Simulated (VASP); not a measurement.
# W2AuN3 (P3m1) in VASP: notebook

The runs below take W2AuN3 through single point, with PBE.

Everything below comes from runs of VASP 6.6.1. Logs are shortened: lines on timing, memory, paths and dates and some standing lists are left out, and cuts for length are marked.

### Step 1. The cell of the first run

Symmetry: P3m1, No. 156, trigonal system. The conventional cell has a = 2.894 Å, b = 2.894 Å, c = 9.906 Å, α = 90.00°, β = 90.00°, γ = 120.00°. Within 2.7 Å of W (site symmetry 3m) lie 6 N at 2.06 to 2.26 Å. W (site symmetry 3m) has 6 N at 2.05 to 2.17 Å within 2.7 Å. Within 3.0 Å of Au (site symmetry 3m) lie 4 N at 2.18 to 2.95 Å and 6 Au at 2.89 Å. Within 2.7 Å of N (site symmetry 3m) lie 3 W at 2.05 Å and 1 N at 2.58 Å. N (site symmetry 3m) has 6 W at 2.17 to 2.26 Å and 7 N at 2.58 to 2.89 Å within 2.9 Å. Within 2.7 Å of N (site symmetry 3m) lie 3 W at 2.06 Å and 1 Au at 2.18 Å.

The cell was built from a structure type or drawn by symmetry, and may not be a known phase.

### Step 2. Single point, PBE

Input file INCAR:

```
PREC = Accurate
ENCUT = 600
EDIFF = 1E-6
ISMEAR = 0
SIGMA = 0.1
LREAL = F
LASPH = T
NELM = 120
ALGO = Normal
ISIF = 2
LWAVE = F
LCHARG = F
GGA = PE
NBANDS = 36
GGA_COMPAT = F
```

Input file KPOINTS:

```
Automatic mesh
0
Gamma
  6 6 2
```

Input file POSCAR:

```
W2AuN3
1.0
    2.8935899286      0.0000000000      0.0000000000
   -1.4467949643      2.5059223863      0.0000000000
    0.0000000000      0.0000000000      9.9060251471
W Au N
2 1 3
Direct
    0.3333333333      0.6666666667      0.9338121796
    0.3333333333      0.6666666667      0.2273551916
    0.0000000000      0.0000000000      0.5920545808
    0.6666666667      0.3333333333      0.3471801389
    0.6666666667      0.3333333333      0.0869902470
    0.0000000000      0.0000000000      0.8126086722
```

Potentials or basis: VASP PAW PBE potentials, release 64 (W_sv, Au, N).

Started as:

```bash
$ cat potpaw_PBE.64/W_sv/POTCAR potpaw_PBE.64/Au/POTCAR potpaw_PBE.64/N/POTCAR > POTCAR
$ mpirun -np 1 vasp_std > vasp.out
```

OUTCAR:

```text
PREC = Accurate
   ENCUT = 600
   EDIFF = 1E-6
   ISMEAR = 0
   LREAL = F
   LASPH = T
   NELM = 120
   ISIF = 2
   GGA = PE

 ion  position               nearest neighbor table
   1  0.333  0.667  0.934-   6 2.06   6 2.06   6 2.06   5 2.26   5 2.26   5 2.26   2 2.91
   2  0.333  0.667  0.227-   4 2.05   4 2.05   4 2.05   5 2.17   5 2.17   5 2.17   1 2.91
   3  0.000  0.000  0.592-   6 2.18
   4  0.667  0.333  0.347-   2 2.05   2 2.05   2 2.05
   5  0.667  0.333  0.087-   2 2.17   2 2.17   2 2.17   1 2.26   1 2.26   1 2.26
   6  0.000  0.000  0.813-   1 2.06   1 2.06   1 2.06   3 2.18

  LATTYP: Found a hexagonal cell.
 ALAT       =     2.8935899286
 C/A-ratio  =     3.4234378027

  Lattice vectors:

 A1 = (   2.8935899286,   0.0000000000,   0.0000000000)
 A2 = (  -1.4467949643,   2.5059223863,   0.0000000000)
 A3 = (   0.0000000000,   0.0000000000,   9.9060251471)

Analysis of symmetry for initial positions (statically):
=====================================================================
 Subroutine PRICEL returns:
 Original cell was already a primitive cell.

 Routine SETGRP: Setting up the symmetry group for a
 hexagonal supercell.

 Subroutine GETGRP returns: Found  6 space group operations
 (whereof  6 operations were pure point group operations)
 out of a pool of 24 trial point group operations.

The static configuration has the point symmetry C_3v.

Analysis of symmetry for dynamics (positions and initial velocities):
=====================================================================
 Subroutine PRICEL returns:
 Original cell was already a primitive cell.

 Routine SETGRP: Setting up the symmetry group for a
 hexagonal supercell.

 Subroutine GETGRP returns: Found  6 space group operations
 (whereof  6 operations were pure point group operations)
 out of a pool of 24 trial point group operations.

The dynamic configuration has the point symmetry C_3v.

 Subroutine INISYM returns: Found  6 space group operations
 (whereof  6 operations are pure point group operations),
 and found     1 'primitive' translations

----------------------------------------------------------------------------------------

                                     Primitive cell

  volume of cell :      71.8297

  direct lattice vectors                    reciprocal lattice vectors
     2.893589929  0.000000000  0.000000000     0.345591471  0.199527329  0.000000000
    -1.446794964  2.505922386  0.000000000     0.000000000  0.399054658  0.000000000
     0.000000000  0.000000000  9.906025147     0.000000000  0.000000000  0.100948664

  length of vectors
     2.893589929  2.893589929  9.906025147     0.399054658  0.399054658  0.100948664

  position of ions in fractional coordinates (direct lattice)
     0.333333333  0.666666667  0.933812180
     0.333333333  0.666666667  0.227355192
     0.000000000  0.000000000  0.592054581
     0.666666667  0.333333333  0.347180139
     0.666666667  0.333333333  0.086990247
     0.000000000  0.000000000  0.812608672

  ion indices of the primitive-cell ions
   primitive index   ion index
                 1           1
                 2           2
                 3           3
                 4           4
                 5           5
                 6           6

----------------------------------------------------------------------------------------

 KPOINTS: Automatic mesh

Automatic generation of k-mesh.
 Grid dimensions read from file:
 generate k-points for:    6    6    2

 Generating k-lattice:

  Cartesian coordinates                     Fractional coordinates (reciprocal lattice)
     0.057598579  0.033254555  0.000000000     0.166666667  0.000000000  0.000000000
     0.000000000  0.066509110  0.000000000     0.000000000  0.166666667  0.000000000
     0.000000000  0.000000000  0.050474332     0.000000000  0.000000000  0.500000000

  Length of vectors
     0.066509110  0.066509110  0.050474332

  Shift w.r.t. Gamma in fractional coordinates (k-lattice)
     0.000000000  0.000000000  0.000000000

 Subroutine IBZKPT returns following result:
 ===========================================

 Found     14 irreducible k-points:

 Following reciprocal coordinates:
            Coordinates               Weight
  0.000000  0.000000  0.000000      1.000000
  0.166667  0.000000  0.000000      6.000000
  0.333333  0.000000  0.000000      6.000000
  0.500000 -0.000000  0.000000      3.000000
  0.166667  0.166667  0.000000      6.000000
  0.333333  0.166667  0.000000     12.000000
  0.333333  0.333333  0.000000      2.000000
  0.000000  0.000000  0.500000      1.000000
  0.166667  0.000000  0.500000      6.000000
  0.333333  0.000000  0.500000      6.000000
  0.500000 -0.000000  0.500000      3.000000
  0.166667  0.166667  0.500000      6.000000
  0.333333  0.166667  0.500000     12.000000
  0.333333  0.333333  0.500000      2.000000
   k-points           NKPTS =     14   k-points in BZ     NKDIM =     14   number of bands    NBANDS=     36
   number of dos      NEDOS =    301   number of ions     NIONS =      6
   total plane-waves  NPLWV =  46080
   dimension x,y,z NGX =    24 NGY =   24 NGZ =   80
   dimension x,y,z NGXF=    48 NGYF=   48 NGZF=  160
   ions per type =               2   1   3
   NGX,Y,Z   is equivalent  to a cutoff of  13.79, 13.79, 13.43 a.u.
   NGXF,Y,Z  is equivalent  to a cutoff of  27.58, 27.58, 26.85 a.u.
 SYSTEM =  unknown system
   PREC   = accura    normal or accurate (medium, high low for compatibility)
   ISTART =      0    job   : 0-new  1-cont  2-samecut
   ICHARG =      2    charge: 1-file 2-atom 10-const
   ISPIN  =      1    spin polarized calculation?
   LNONCOLLINEAR =      F non collinear calculations
   LSORBIT =      F    spin-orbit coupling
   LASPH  =      T    aspherical Exc in radial PAW
   ENCUT  =  600.0 eV  44.10 Ry    6.64 a.u.   5.78  5.78 19.78*2*pi/ulx,y,z
   NELM   =    120;   NELMIN=  2; NELMDL= -5     # of ELM steps
   EDIFF  = 0.1E-05   stopping-criterion for ELM
   LREAL  =      F    real-space projection
   EDIFFG = 0.1E-04   stopping-criterion for IOM
   NSW    =      0    number of steps for IOM
   IBRION =     -1    ionic relax: 0-MD 1-quasi-New 2-CG
   NFREE  =      0    steps in history (QN), initial steepest desc. (CG)
   ISIF   =      2    stress and relaxation
   ISYM   =      2    0-nonsym 1-usesym 2-fastsym
   POTIM  = 0.5000    time-step for ionic-motion
   TEBEG  =    0.0;   TEEND  =   0.0 temperature during run
   PSTRESS=    0.0 pullay stress
   NELECT =      54.0000    total number of electrons
   NUPDOWN=      -1.0000    fix difference up-down
   EMIN   =  10.00;   EMAX   =-10.00  energy-range for DOS
   EFERMI =   0.00;   METHOD = LEGACY
   ISMEAR =     0;   SIGMA  =   0.10  broadening in eV -4-tet -1-fermi 0-gaus
   EFERMI_NEDOS =   21; number of points for ismear=-14 and -15
   IALGO  =     38    algorithm
   IMIX   =      4    mixing-type and parameters
     AMIX     =   0.40;   BMIX     =  1.00
     AMIX_MAG =   1.60;   BMIX_MAG =  1.00
  volume/ion in A,a.u.               =      11.97        80.79
  Fermi-wavevector in a.u.,A,eV,Ry     =   1.488577  2.813003 30.148640  2.215863
  Thomas-Fermi vector in A             =   2.601594
   LORBIT       =      0    0 simple, 1 ext, 2 COOP (PROOUT), +10 PAW based schemes
   GGA     = PE    functional components
   LHFCALC =     F    Hartree Fock is set to
   AEXX    =    0.0000 exact exchange contribution
   IVDW    =     0    specifies the selected vdW correction
   LEPSILON=     F    determine dielectric tensor
   LRPA    =     F    only Hartree local field effects (RPA)
 non-spin polarized calculation
 Gauss-broadening in eV      SIGMA  =   0.10
  energy-cutoff  :      600.00
  volume of cell :       71.83
 maximum number of plane-waves:      2412
 NGX is ok and might be reduce to    24
   NGX = 11   NGY = 11   NGZ = 39

 number of electron      53.9999997 magnetization

 Free energy of the ion-electron system (eV)
  ---------------------------------------------------
  ext. energy  EPLUGINS =         0.00000000
  ---------------------------------------------------
  free energy    TOTEN  =       -54.15555362 eV

  energy without entropy =      -54.14210733  energy(sigma->0) =      -54.14883047

 E-fermi :   8.7397     XC(G=0): -12.6850

 val. band max:        8.7140495409   @ k =   0.5000  -0.0000   0.5000
 cond. band min:       8.9051417349   @ k =   0.0000   0.0000   0.0000
 fundamental gap:      0.1910921939
 Fermi energy:         8.7396552259

 k-point     1 :       0.0000    0.0000    0.0000
  band No.  band energies     occupation
      1     -66.2062      2.00000
      2     -65.9016      2.00000
      3     -30.5463      2.00000
      4     -30.1704      2.00000
      5     -30.0998      2.00000
      6     -30.0998      2.00000
[... 28 lines left out ...]
     35      13.0730      0.00000
     36      13.8882      0.00000

 k-point     2 :       0.1667    0.0000    0.0000
  band No.  band energies     occupation
      1     -66.1906      2.00000
      2     -65.8860      2.00000
      3     -30.5024      2.00000
      4     -30.3236      2.00000
      5     -30.1495      2.00000
      6     -30.1326      2.00000
[... 28 lines left out ...]
     35      13.7095      0.00000
     36      14.1314      0.00000

 k-point     3 :       0.3333    0.0000    0.0000
  band No.  band energies     occupation
      1     -66.1594      2.00000
      2     -65.8547      2.00000
      3     -30.7501      2.00000
      4     -30.4205      2.00000
      5     -30.4086      2.00000
      6     -30.2475      2.00000
[... 28 lines left out ...]
     35      14.7586      0.00000
     36      14.9939      0.00000
[... 352 lines left out ...]
 k-point    13 :       0.3333    0.1667    0.5000
  band No.  band energies     occupation
      1     -66.1438      2.00000
      2     -65.8390      2.00000
      3     -30.8472      2.00000
      4     -30.5174      2.00000
      5     -30.4122      2.00000
      6     -30.3667      2.00000
[... 28 lines left out ...]
     35      14.9652      0.00000
     36      15.3769      0.00000

 k-point    14 :       0.3333    0.3333    0.5000
  band No.  band energies     occupation
      1     -66.1360      2.00000
      2     -65.8311      2.00000
      3     -30.7163      2.00000
      4     -30.6782      2.00000
      5     -30.4097      2.00000
      6     -30.3449      2.00000
[... 28 lines left out ...]
     35      15.4892      0.00000
     36      15.5913      0.00000

------------------------ aborting loop because EDIFF is reached ----------------------------------------

  FORCE on cell =-STRESS in cart. coord.  units (eV):
  Direction    XX          YY          ZZ          XY          YZ          ZX
  --------------------------------------------------------------------------------------
  -------------------------------------------------------------------------------------
  Total        0.4432483      0.4432483      0.4199487      0.0000000      0.0000000      0.0000000
  in kB        9.8867520      9.8867520      9.3670497      0.0000000      0.0000000      0.0000000
  external PRESSURE =       9.7135179 kB  Pullay stress =       0.0000000 kB

 VOLUME and BASIS-vectors are now :
 -----------------------------------------------------------------------------
  energy-cutoff  :      600.00
  volume of cell :       71.83
      direct lattice vectors                 reciprocal lattice vectors
     2.893589929  0.000000000  0.000000000     0.345591471  0.199527329  0.000000000
    -1.446794964  2.505922386  0.000000000     0.000000000  0.399054658  0.000000000
     0.000000000  0.000000000  9.906025147     0.000000000  0.000000000  0.100948664

 POSITION                                       TOTAL-FORCE (eV/Angst)
 -----------------------------------------------------------------------------------
     -0.00000      1.67061      9.25037        -0.000000      0.000000      0.025275
     -0.00000      1.67061      2.25219         0.000000     -0.000000     -0.028837
      0.00000      0.00000      5.86491        -0.000000      0.000000     -0.002404
      1.44679      0.83531      3.43918        -0.000000      0.000000      0.127885
      1.44679      0.83531      0.86173         0.000000     -0.000000     -0.024156
      0.00000      0.00000      8.04972         0.000000      0.000000     -0.097765
 -----------------------------------------------------------------------------------
    total drift:                               -0.000000     -0.000000     -0.000712

  FREE ENERGIE OF THE ION-ELECTRON SYSTEM (eV)
  ---------------------------------------------------
  free  energy   TOTEN  =       -54.1555536192 eV

  energy  without entropy=      -54.1421073307  energy(sigma->0) =      -54.14883047
```

Wall time 80 s (1 thread of Intel Xeon 8259CL, shared host); peak memory 0.22 GiB.

What came out:

| Item | Value |
| --- | --- |
| Free energy | -54.1556 eV |
| Pressure | 1.0 GPa |
| Largest force | 0.128 eV/Å |
| Band gap on the k mesh | zero (bands 27 and 28 overlap by 0.97 eV) |

Forces on the atoms (eV/Å):
```
W    0.000  0.000  0.025
W    0.000  0.000 -0.029
Au   0.000  0.000 -0.002
N    0.000  0.000  0.128
N    0.000  0.000 -0.024
N    0.000  0.000 -0.098
```

Levels at points of the mesh, in eV from the Fermi level:
```
           k point  band 24  band 25  band 26  band 27  band 28  band 29  band 30  band 31
(0.00, 0.00, 0.00)    -2.44    -1.97    -1.97     0.17     0.17     1.47     2.09     2.09
(0.50, 0.00, 0.00)    -1.91    -1.03    -0.61     0.24     2.51     3.13     3.39     3.75
(0.00, 0.00, 0.50)    -1.93    -1.93    -0.73    -0.29     0.18     0.18     2.09     2.09
(0.50, 0.00, 0.50)    -1.74    -1.03    -0.12    -0.03     2.66     3.13     3.24     3.74
```

Caveat: the k points lie up to 0.42 Å⁻¹ apart, too coarse for converged energies and pressures of a metal; spin-orbit coupling is left out, which moves the levels of the heavy elements.

### Step 3. Single point, PBE

This run uses another cell than the first one, of 13.07 Å³/atom.

Input file INCAR:

```
SYSTEM = W2AuN3
PREC = Accurate ; ENCUT = 600
EDIFF = 1E-6 ; ISMEAR = 0
SIGMA = 0.1 ; LREAL = .FALSE.
LASPH = .TRUE. ; NELM = 120
ALGO = Normal ; ISIF = 2
LWAVE = .FALSE. ; LCHARG = .FALSE.
GGA = PE ; NBANDS = 36
GGA_COMPAT = .FALSE.
```

Input file KPOINTS:

```
Automatic mesh
0
G
  6 6 2
  0 0 0
```

Input file POSCAR:

```
W2AuN3
1.0
    2.9825218680      0.0000000000      0.0000000000
   -1.4912609340      2.5829397051      0.0000000000
    0.0000000000      0.0000000000     10.1767631744
W Au N
2 1 3
Direct
    0.3333333333      0.6666666667      0.7465265790
    0.6666666667      0.3333333333      0.2861785316
    0.3333333333      0.6666666667      0.0706403075
    0.6666666667      0.3333333333      0.8704127603
    0.6666666667      0.3333333333      0.6428789164
    0.3333333333      0.6666666667      0.3833619251
```

Potentials or basis: VASP PAW PBE potentials, release 64 (W_sv, Au, N).

Started as:

```bash
$ cat potpaw_PBE.64/W_sv/POTCAR potpaw_PBE.64/Au/POTCAR potpaw_PBE.64/N/POTCAR > POTCAR
$ mpirun -np 1 vasp_std > vasp.out
```

Wall time 95 s (1 thread of Intel Xeon 8259CL, shared host); peak memory 0.23 GiB.

The run converged. Its results:

| Quantity | Value |
| --- | --- |
| Free energy | -53.0396 eV |
| Pressure | 1.6 GPa |
| Largest force | 0.320 eV/Å |
| Band gap on the k mesh | zero (bands 27 and 28 overlap by 0.66 eV) |

Forces on the atoms (eV/Å):
```
W    0.000  0.000 -0.273
W    0.000  0.000 -0.015
Au   0.000  0.000 -0.086
N    0.000  0.000  0.320
N    0.000  0.000  0.151
N    0.000  0.000 -0.097
```

Stress tensor (GPa, compression positive):
```
2.14 0.00 0.00
0.00 2.14 0.00
0.00 0.00 0.46
```

Levels at points of the mesh, in eV from the Fermi level:
```csv
k point,band 25,band 26,band 27,band 28,band 29,band 30
"(0.00, 0.00, 0.00)",-2.21,-1.54,0.51,0.51,1.88,2.70
"(0.50, 0.00, 0.00)",-1.71,-0.43,0.08,0.56,1.12,2.46
"(0.00, 0.00, 0.50)",-2.20,-1.33,0.50,0.50,1.77,2.67
"(0.50, 0.00, 0.50)",-1.70,-0.43,0.09,0.61,1.07,2.46
```

Caveat: the k points lie up to 0.41 Å⁻¹ apart, too coarse for converged energies and pressures of a metal; spin-orbit coupling is left out, which moves the levels of the heavy elements.
